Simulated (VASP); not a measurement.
Runs of VASP 6.6.1 on SrTiO3. The structure is that of space group R-3m (No. 166), or close to it. The cells are those of the table. 

| potentials or basis | cell | cutoff (eV) | second run | gap on the mesh (eV) | pressure (GPa) |
| --- | --- | --- | --- | --- | --- |
| VASP PAW PBE potentials, release 64 (Sr_sv, Ti_sv, O) | a = 3.941 Å, angles 92.7°, 5 atoms | 520 | - | (c) | 0.9 |
| VASP PAW PBE potentials, release 64 (Sr_sv, Ti_sv, O) | a = 3.959 Å, angles 95.9°, 5 atoms | 520 | - | 1.02 | 1.8 |
| VASP PAW PBE potentials, release 64 (Sr_sv, Ti_sv, O) | a = 4.211 Å, angles 67.3°, 5 atoms | 520 | - | none | 17.3 |
| VASP PAW PBE potentials, release 64 (Sr_sv, Ti_sv, O) | a = 4.139 Å, angles 105.7°, 5 atoms | 520 | - | none | 10.9 |
| VASP PAW PBE potentials, release 64 (Sr_sv, Ti_sv, O) | a = 4.047 Å, angles 75.7°, 5 atoms | 520 | - | - | (a) |
| VASP PAW PBE potentials, release 64 (Sr_sv, Ti_sv, O) | a = 4.031 Å, angles 101.4°, 5 atoms | 520 | - | none | 5.5 |
| VASP PAW PBE potentials, release 64 (Sr_sv, Ti_sv, O) | a = 4.418 Å, angles 60.0°, 5 atoms | 520 | - | none | 30.4 |
| VASP PAW PBE potentials, release 64 (Sr_sv, Ti_sv, O_h) | a = 4.139 Å, angles 105.7°, 5 atoms | 910 | hard_potentials | none | (b) |

Alike in all rows: task single point; level PBE; no spin polarisation; k mesh 8 × 8 × 8; smearing gaussian 0.05 eV.

Problem. Fill in the values left out.

Solution. (a) 7.0; (b) 10.6; (c) 1.53.

Caveats: semilocal functionals often make such compounds metallic where correlation or magnetic order opens a gap, which also shifts bond lengths (some runs); the cutoff is under 1.25 times the usual one of these potentials, so pressure, stress and relaxed cells hold a basis-set (Pulay) error (some runs).

A k mesh can miss the band edges, and the runs leave out spin-orbit coupling on Sr.

A gap of «none» marks levels without a gap at the run's occupations.
